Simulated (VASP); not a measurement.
# Zn in VASP: single point with PBEsol

Aim: the single point of Zn with PBEsol.

Everything below comes from runs of VASP 6.6.1. Logs are shortened: lines on timing, memory, paths and dates and some standing lists are left out, and cuts for length are marked.

## (1) The cell of the first run

The typed cell holds 1 atom: a = 2.701 Å, b = 2.701 Å, c = 3.119 Å, α = 54.73°, β = 54.73°, γ = 70.53°.

This isn't the form of Zn at room conditions, which is hcp.

## (2) Single point, PBEsol

The input, INCAR:

```
SYSTEM = Zn
PREC     = Accurate       ! precision mode
ENCUT    = 520            ! plane-wave cutoff, eV
EDIFF    = 1E-7           ! SCF threshold, eV
ISMEAR   = 0              ! smearing method
SIGMA    = 0.15           ! smearing width, eV
LREAL    = .FALSE.        ! projectors in reciprocal space
LASPH    = .TRUE.         ! aspherical terms in the spheres
NELM     = 80             ! most SCF steps
ALGO     = Fast           ! electronic algorithm
ISIF     = 2              ! what is computed and relaxed
LWAVE    = .FALSE.        ! write WAVECAR
LCHARG   = .FALSE.        ! write CHGCAR
GGA      = PS             ! functional
NBANDS   = 12             ! bands
```

The input, KPOINTS:

```
regular mesh
0
G
  22 22 22
  0 0 0
```

The input, POSCAR:

```
Zn
1.0
    0.0000000000      2.2054975174      1.5592867448
    2.2054975174      0.0000000000      1.5592867448
    2.2054975174      2.2054975174      0.0000000000
Zn
1
Direct
    0.0000000000      0.0000000000      0.0000000000
```

Potentials or basis: VASP PAW PBE potentials, release 64 (Zn).

Launch:

```console
$ cat potpaw_PBE.64/Zn/POTCAR > POTCAR
$ mpirun -np 1 vasp_std > vasp.out
```

OUTCAR:

```text
SYSTEM = Zn
   PREC = Accurate
   ENCUT = 520
   EDIFF = 1E-7
   ISMEAR = 0
   LREAL = .FALSE.
   LASPH = .TRUE.
   NELM = 80
   ISIF = 2
   GGA = PS

 ion  position               nearest neighbor table
   1  0.000  0.000  0.000-

  LATTYP: Found a body centered tetragonal cell.
 ALAT       =     3.1190445009
 C/A-ratio  =     0.9998489886

  Lattice vectors:

 A1 = (   0.0000000000,  -2.2054975174,  -1.5592867448)
 A2 = (   0.0000000000,   2.2054975174,  -1.5592867448)
 A3 = (   2.2054975174,   0.0000000000,   1.5592867448)

Analysis of symmetry for initial positions (statically):
=====================================================================
 Subroutine PRICEL returns:
 Original cell was already a primitive cell.

 Routine SETGRP: Setting up the symmetry group for a
 body centered tetragonal supercell.

 Subroutine GETGRP returns: Found 16 space group operations
 (whereof 16 operations were pure point group operations)
 out of a pool of 16 trial point group operations.

The static configuration has the point symmetry D_4h.

Analysis of symmetry for dynamics (positions and initial velocities):
=====================================================================
 Subroutine PRICEL returns:
 Original cell was already a primitive cell.

 Routine SETGRP: Setting up the symmetry group for a
 body centered tetragonal supercell.

 Subroutine GETGRP returns: Found 16 space group operations
 (whereof 16 operations were pure point group operations)
 out of a pool of 16 trial point group operations.

The dynamic configuration has the point symmetry D_4h.

 Subroutine INISYM returns: Found 16 space group operations
 (whereof 16 operations are pure point group operations),
 and found     1 'primitive' translations

----------------------------------------------------------------------------------------

                                     Primitive cell

  volume of cell :      15.1694

  direct lattice vectors                    reciprocal lattice vectors
     0.000000000  2.205497517  1.559286745    -0.226706218  0.226706218  0.320659431
     2.205497517  0.000000000  1.559286745     0.226706218 -0.226706218  0.320659431
     2.205497517  2.205497517  0.000000000     0.226706218  0.226706218 -0.320659431

  length of vectors
     2.701035811  2.701035811  3.119044501     0.453446677  0.453446677  0.453446677

  position of ions in fractional coordinates (direct lattice)
     0.000000000  0.000000000  0.000000000

  ion indices of the primitive-cell ions
   primitive index   ion index
                 1           1

----------------------------------------------------------------------------------------

 KPOINTS: regular mesh

Automatic generation of k-mesh.
 Grid dimensions read from file:
 generate k-points for:   22   22   22

 Generating k-lattice:

  Cartesian coordinates                     Fractional coordinates (reciprocal lattice)
    -0.010304828  0.010304828  0.014575429     0.045454545 -0.000000000  0.000000000
     0.010304828 -0.010304828  0.014575429    -0.000000000  0.045454545  0.000000000
     0.010304828  0.010304828 -0.014575429     0.000000000  0.000000000  0.045454545

  Length of vectors
     0.020611213  0.020611213  0.020611213

  Shift w.r.t. Gamma in fractional coordinates (k-lattice)
     0.000000000  0.000000000  0.000000000

 Subroutine IBZKPT returns following result:
 ===========================================

 Found    834 irreducible k-points:

 Following reciprocal coordinates:
            Coordinates               Weight
  0.000000  0.000000  0.000000      1.000000
  0.045455 -0.000000  0.000000      8.000000
  0.090909 -0.000000  0.000000      8.000000
  0.136364 -0.000000  0.000000      8.000000
  0.181818 -0.000000  0.000000      8.000000
  0.227273 -0.000000  0.000000      8.000000
[... 16 lines left out ...]
  0.500000  0.045455  0.000000      8.000000
 -0.454545  0.045455  0.000000      8.000000
 [... further k-points ...]
   k-points           NKPTS =    834   k-points in BZ     NKDIM =    834   number of bands    NBANDS=     12
   number of dos      NEDOS =    301   number of ions     NIONS =      1
   total plane-waves  NPLWV =   9600
   dimension x,y,z NGX =    20 NGY =   20 NGZ =   24
   dimension x,y,z NGXF=    40 NGYF=   40 NGZF=   48
   ions per type =               1
   NGX,Y,Z   is equivalent  to a cutoff of  12.31, 12.31, 12.79 a.u.
   NGXF,Y,Z  is equivalent  to a cutoff of  24.62, 24.62, 25.58 a.u.
 SYSTEM =  Zn
   PREC   = accura    normal or accurate (medium, high low for compatibility)
   ISTART =      0    job   : 0-new  1-cont  2-samecut
   ICHARG =      2    charge: 1-file 2-atom 10-const
   ISPIN  =      1    spin polarized calculation?
   LNONCOLLINEAR =      F non collinear calculations
   LSORBIT =      F    spin-orbit coupling
   LASPH  =      T    aspherical Exc in radial PAW
   ENCUT  =  520.0 eV  38.22 Ry    6.18 a.u.   5.02  5.02  5.80*2*pi/ulx,y,z
   NELM   =     80;   NELMIN=  2; NELMDL= -5     # of ELM steps
   EDIFF  = 0.1E-06   stopping-criterion for ELM
   LREAL  =      F    real-space projection
   EDIFFG = 0.1E-05   stopping-criterion for IOM
   NSW    =      0    number of steps for IOM
   IBRION =     -1    ionic relax: 0-MD 1-quasi-New 2-CG
   NFREE  =      0    steps in history (QN), initial steepest desc. (CG)
   ISIF   =      2    stress and relaxation
   ISYM   =      2    0-nonsym 1-usesym 2-fastsym
   POTIM  = 0.5000    time-step for ionic-motion
   TEBEG  =    0.0;   TEEND  =   0.0 temperature during run
   PSTRESS=    0.0 pullay stress
   NELECT =      12.0000    total number of electrons
   NUPDOWN=      -1.0000    fix difference up-down
   EMIN   =  10.00;   EMAX   =-10.00  energy-range for DOS
   EFERMI =   0.00;   METHOD = LEGACY
   ISMEAR =     0;   SIGMA  =   0.15  broadening in eV -4-tet -1-fermi 0-gaus
   EFERMI_NEDOS =   21; number of points for ismear=-14 and -15
   IALGO  =     68    algorithm
   IMIX   =      4    mixing-type and parameters
     AMIX     =   0.40;   BMIX     =  1.00
     AMIX_MAG =   1.60;   BMIX_MAG =  1.00
  volume/ion in A,a.u.               =      15.17       102.37
  Fermi-wavevector in a.u.,A,eV,Ry     =   1.514069  2.861175 31.190044  2.292404
  Thomas-Fermi vector in A             =   2.623775
   LORBIT       =      0    0 simple, 1 ext, 2 COOP (PROOUT), +10 PAW based schemes
   GGA     = PS    functional components
   LHFCALC =     F    Hartree Fock is set to
   AEXX    =    0.0000 exact exchange contribution
   IVDW    =     0    specifies the selected vdW correction
   LEPSILON=     F    determine dielectric tensor
   LRPA    =     F    only Hartree local field effects (RPA)
 non-spin polarized calculation
 RMM-DIIS sequential band-by-band and
 Gauss-broadening in eV      SIGMA  =   0.15
  energy-cutoff  :      520.00
  volume of cell :       15.17
 maximum number of plane-waves:       420
   NGX =  9   NGY =  9   NGZ = 11

 number of electron      12.0000010 magnetization

 Free energy of the ion-electron system (eV)
  ---------------------------------------------------
  ext. energy  EPLUGINS =         0.00000000
  ---------------------------------------------------
  free energy    TOTEN  =        -1.48402193 eV

  energy without entropy =       -1.48007607  energy(sigma->0) =       -1.48204900

 E-fermi :   3.0974     XC(G=0): -11.7265

 val. band max:        3.0899550591   @ k =   0.5000   0.0455   0.0909
 cond. band min:       3.1203722585   @ k =  -0.4091   0.0455   0.4091
 fundamental gap:      0.0304171995
 Fermi energy:         3.0974435731

 k-point     1 :       0.0000    0.0000    0.0000
  band No.  band energies     occupation
      1      -7.4521      2.00000
      2      -4.7239      2.00000
      3      -4.7236      2.00000
      4      -4.7236      2.00000
      5      -4.2053      2.00000
      6      -4.2051      2.00000
      7      22.2809      0.00000
      8      22.2809      0.00000
      9      22.2831      0.00000
     10      23.9307      0.00000
     11      23.9307      0.00000
     12      23.9335      0.00000

 k-point     2 :       0.0455   -0.0000    0.0000
  band No.  band energies     occupation
      1      -7.3859      2.00000
      2      -4.7301      2.00000
      3      -4.7222      2.00000
      4      -4.7078      2.00000
      5      -4.2113      2.00000
      6      -4.2049      2.00000
      7      21.2573      0.00000
      8      21.7239      0.00000
      9      21.9750      0.00000
     10      23.1260      0.00000
     11      23.3450      0.00000
     12      23.7310      0.00000

 k-point     3 :       0.0909   -0.0000    0.0000
  band No.  band energies     occupation
      1      -7.1892      2.00000
      2      -4.7488      2.00000
      3      -4.7176      2.00000
      4      -4.6610      2.00000
      5      -4.2279      2.00000
      6      -4.2037      2.00000
      7      19.0651      0.00000
      8      20.6447      0.00000
      9      21.1544      0.00000
     10      22.4399      0.00000
     11      22.5350      0.00000
     12      23.7336      0.00000
[... 286 lines left out ...]
 k-point    23 :       0.5000    0.0455    0.0000
  band No.  band energies     occupation
      1      -5.3767      2.00000
      2      -5.0170      2.00000
      3      -4.2439      2.00000
      4      -4.2101      2.00000
      5      -3.8636      2.00000
      6       0.4149      2.00000
      7       2.1198      2.00000
      8      14.0093      0.00000
      9      15.5403      0.00000
     10      18.9829      0.00000
     11      20.3455      0.00000
     12      29.2232      0.00000

 k-point    24 :      -0.4545    0.0455    0.0000
  band No.  band energies     occupation
      1      -5.3707      2.00000
      2      -5.0109      2.00000
      3      -4.2511      2.00000
      4      -4.2075      2.00000
      5      -3.8830      2.00000
      6      -0.3692      2.00000
      7       3.0334      1.45425
      8      14.0946      0.00000
      9      15.6096      0.00000
     10      19.0335      0.00000
     11      20.3735      0.00000
     12      28.3498      0.00000

 [... further k-points ...]

------------------------ aborting loop because EDIFF is reached ----------------------------------------

  FORCE on cell =-STRESS in cart. coord.  units (eV):
  Direction    XX          YY          ZZ          XY          YZ          ZX
  --------------------------------------------------------------------------------------
  -------------------------------------------------------------------------------------
  Total       -0.3446599     -0.3446599     -0.3453890      0.0000000      0.0000000      0.0000000
  in kB      -36.4025890    -36.4025890    -36.4795925      0.0000000      0.0000000      0.0000000
  external PRESSURE =     -36.4282568 kB  Pullay stress =       0.0000000 kB

 VOLUME and BASIS-vectors are now :
 -----------------------------------------------------------------------------
  energy-cutoff  :      520.00
  volume of cell :       15.17
      direct lattice vectors                 reciprocal lattice vectors
     0.000000000  2.205497517  1.559286745    -0.226706218  0.226706218  0.320659431
     2.205497517  0.000000000  1.559286745     0.226706218 -0.226706218  0.320659431
     2.205497517  2.205497517  0.000000000     0.226706218  0.226706218 -0.320659431

 POSITION                                       TOTAL-FORCE (eV/Angst)
 -----------------------------------------------------------------------------------
      0.00000      0.00000      0.00000         0.000000      0.000000      0.000000
 -----------------------------------------------------------------------------------
    total drift:                                0.000000     -0.000000     -0.000000

  FREE ENERGIE OF THE ION-ELECTRON SYSTEM (eV)
  ---------------------------------------------------
  free  energy   TOTEN  =        -1.4840219270 eV

  energy  without entropy=       -1.4800760723  energy(sigma->0) =       -1.48204900
```

Wall time 1.7 min (1 thread of AMD EPYC 7R13 (Zen 3), shared host); peak memory 0.21 GiB.

What came out:

| Quantity | Value |
| --- | --- |
| Free energy | -1.4840 eV |
| Pressure | -3.6 GPa |
| Band gap on the k mesh | zero (bands 6 and 7 overlap by 5.16 eV) |

Levels at points of the mesh, in eV from the Fermi level:
| k point | band 2 | band 3 | band 4 | band 5 | band 6 | band 7 | band 8 | band 9 | band 10 | band 11 |
| --- | --- | --- | --- | --- | --- | --- | --- | --- | --- | --- |
| (0.00, 0.00, 0.00) | -7.82 | -7.82 | -7.82 | -7.30 | -7.30 | 19.18 | 19.18 | 19.19 | 20.83 | 20.83 |
| (0.50, 0.00, 0.00) | -8.13 | -7.33 | -7.27 | -6.96 | -2.78 | -1.02 | 11.34 | 12.72 | 15.35 | 16.86 |
| (0.50, 0.50, 0.00) | -8.39 | -7.04 | -7.04 | -7.04 | 4.14 | 4.14 | 4.14 | 7.60 | 8.56 | 8.57 |
| (0.50, 0.00, 0.50) | -8.13 | -7.33 | -7.27 | -6.96 | -2.78 | -1.02 | 11.35 | 12.73 | 15.36 | 16.87 |

Caveat: the cell stands under tension; the PAW data sets were made with another functional, which shifts forces and pressure a little.
